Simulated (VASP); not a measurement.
## W3O: single point with PBEsol

The system is W3O.

```xyz
8
Lattice="4.8313 0.0000 0.0000 0.0000 4.8313 0.0000 0.0000 0.0000 4.8313" Properties=species:S:1:pos:R:3 pbc="T T T"
W     2.4116    3.6235    0.0000
W     0.0041    2.4116    3.6235
W     1.2078    0.0041    2.4157
W     2.4116    1.2078    0.0000
W     0.0041    2.4116    1.2078
W     3.6235    0.0041    2.4157
O     2.2548    2.2548    2.4157
O     0.1609    0.1609    0.0000
```

This cell differs from its parent crystal: atoms displaced along a vibrational mode.

* Program: VASP 6.6.1
* Task: single point
* Functional: PBEsol
* Potentials or basis: VASP PAW PBE potentials, release 64 (W_sv, O)
* Cutoff: 520 eV
* k mesh: 8 × 8 × 8
* Occupations: gaussian, width 0.15 eV
* Spin: no spin polarisation

- Pressure: 1.4 GPa
- Largest force: 1.091 eV/Å
- Band gap on the k mesh: zero (bands 48 and 49 overlap by 0.77 eV)

Forces on the atoms (eV/Å):
```
W   -0.088 -0.043  0.000
W    0.154 -0.154  0.000
W   -0.034  0.233  0.000
W   -0.233  0.034  0.000
W    0.154 -0.154  0.000
W    0.043  0.088  0.000
O   -0.769 -0.773  0.000
O    0.773  0.769  0.000
```

Stress tensor (GPa, compression positive):
```
0.95 0.45 0.00
0.45 0.95 0.00
0.00 0.00 2.15
```

Levels at points of the mesh, in eV from the Fermi level:
```csv
k point,band 45,band 46,band 47,band 48,band 49,band 50,band 51,band 52
"(0.00, 0.00, 0.00)",-1.42,-0.79,0.04,0.15,0.21,1.22,1.46,1.48
"(0.50, 0.00, 0.00)",-1.11,-0.71,0.19,0.36,0.47,0.66,1.03,1.05
"(0.00, 0.00, 0.50)",-0.90,-0.90,0.28,0.28,0.71,0.71,1.06,1.06
"(0.50, 0.50, 0.00)",-0.92,-0.35,-0.30,-0.24,-0.23,-0.11,-0.03,0.23
"(0.00, 0.50, 0.50)",-0.91,-0.35,-0.32,-0.30,-0.19,-0.09,-0.02,0.20
"(0.50, 0.50, 0.50)",-0.92,-0.92,-0.84,-0.84,-0.25,-0.25,0.53,0.53
```

Run time: 4.1 min on 1 thread of Intel(R) Xeon(R) 6975P-C (Granite Rapids) (shared host), peak memory 0.54 GiB.

Caveat: the cell differs from its parent crystal (atoms displaced along a vibrational mode); the PAW data sets were made with another functional, which shifts forces and pressure a little; spin-orbit coupling is left out, which moves the levels of the heavy elements.
